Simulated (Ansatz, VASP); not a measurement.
## Two plane-wave programs on GaN

The input POSCAR:

```
GaN
1.0
    0.0000000000      2.2489526566      2.2489526566
    2.2489526566      0.0000000000      2.2489526566
    2.2489526566      2.2489526566      0.0000000000
Ga N
1 1
Direct
    0.0000000000      0.0000000000      0.0000000000
    0.2500000000      0.2500000000      0.2500000000
```

The input INCAR.step1:

```
PREC = Accurate
ENCUT = 520
EDIFF = 1E-5
ISMEAR = 0
SIGMA = 0.01
LREAL = False
LASPH = True
NELM = 60
ALGO = Normal
ISIF = 2
LWAVE = True
LCHARG = False
NBANDS = 16
GGA = PE
```

The input INCAR.step2:

```
PREC = Accurate
ENCUT = 520
EDIFF = 1E-6
ISMEAR = 0
SIGMA = 0.01
LREAL = False
LASPH = True
NELM = 60
ALGO = Normal
ISIF = 2
LWAVE = False
LCHARG = False
GGA = PE
LHFCALC = True
HFSCREEN = 0.2079
PRECFOCK = Normal
NBANDS = 16
ISTART = 1
```

Contents of KPOINTS:

```
Automatic mesh
0
Gamma
  6 6 6
```

Input for Ansatz:

```yaml
crystal:
  lattice:
    - [0.0, 2.2489526566, 2.2489526566]
    - [2.2489526566, 0.0, 2.2489526566]
    - [2.2489526566, 2.2489526566, 0.0]
  atoms:
    - { symbol: Ga, position: [0.0, 0.0, 0.0] }
    - { symbol: "N", position: [0.25, 0.25, 0.25] }
kpoints:
  mp_grid: { grid: [6, 6, 6] }
  band_path:
    path:
      - [0.0, 0.0, 0.0]
      - [-0.5, -0.5, 0.0]
      - [-0.375, -0.375, 0.25]
      - [-0.375, 0.0, 0.375]
      - [0.0, 0.0, 0.5]
      - [-0.5, -0.25, 0.25]
    npoints: 1
hamiltonian:
  xc: hse06
scf:
  occupations: { method: fixed }
  n_extra_bands: 4
output:
  forces: true
  stress: true
  eigenvalues: true
  write_density: true
  write_potential: true
  elf: true
  volumetric_format: npy
```

Alike in both runs: task single point; functional HSE06; k mesh 6 × 6 × 6; no spin polarisation.

|  | VASP | Ansatz |
| --- | --- | --- |
| version | VASP 6.6.1 | Ansatz 0.2.0 |
| potentials or method | VASP PAW PBE potentials, release 64 (Ga_d, N) | plane waves, PAW |
| plane-wave cutoff (eV) | 520 | 420 |
| occupations | gaussian, width 0.01 eV | fixed |
| valence electrons in the cell | 18 | 18 |

|  | VASP | Ansatz | Ansatz less VASP |
| --- | --- | --- | --- |
| gap on the k mesh at the Fermi level (eV) | 3.02 | 3.01 | -0.017 |
| pressure (GPa) | -0.1 | 0.0 | +0.05 |

Ansatz's warnings: stress exchange threshold loose, stress scf threshold loose.
